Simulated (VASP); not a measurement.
ScPt, 2 atoms in the cell. The structure is cubic, space group Pm-3m (No. 221). Conventional cell: a = 3.334 Å, b = 3.334 Å, c = 3.334 Å, α = 90.00°, β = 90.00°, γ = 90.00°. Sc (site symmetry m-3m) has 8 Pt at 2.89 Å and 6 Sc at 3.33 Å within 3.8 Å. Within 3.8 Å of Pt (site symmetry m-3m) lie 8 Sc at 2.89 Å and 6 Pt at 3.33 Å. 

```yaml
Program: VASP 6.6.1
Task: electric field gradients
Functional: LDA
Potentials_or_basis: VASP PAW LDA potentials, release 64 (Sc_sv, Pt)
Cutoff: 520 eV
k_mesh: 10 × 10 × 10
Occupations: fermi-dirac, width 0.05 eV
Spin: no spin polarisation
Dipole_correction: no
Further_INCAR_settings: ALGO = Normal; EDIFF = 1e-08; NBANDS = 18
```

Potentials or basis: VASP PAW LDA potentials, release 64 (Sc_sv, Pt).

Command:

```sh
$ cat potpaw_LDA.64/Sc_sv/POTCAR potpaw_LDA.64/Pt/POTCAR > POTCAR
$ mpirun -np 1 vasp_std > vasp.out
```

Hardware: 1 thread of AMD EPYC 7R13, with other jobs on the host.

Question: How long does it take, and how much memory?

Answer: Wall time 53 s on 1 thread of AMD EPYC 7R13, on a shared host, peak memory 0.14 GiB. Counts: scf iterations 15, k points 56.
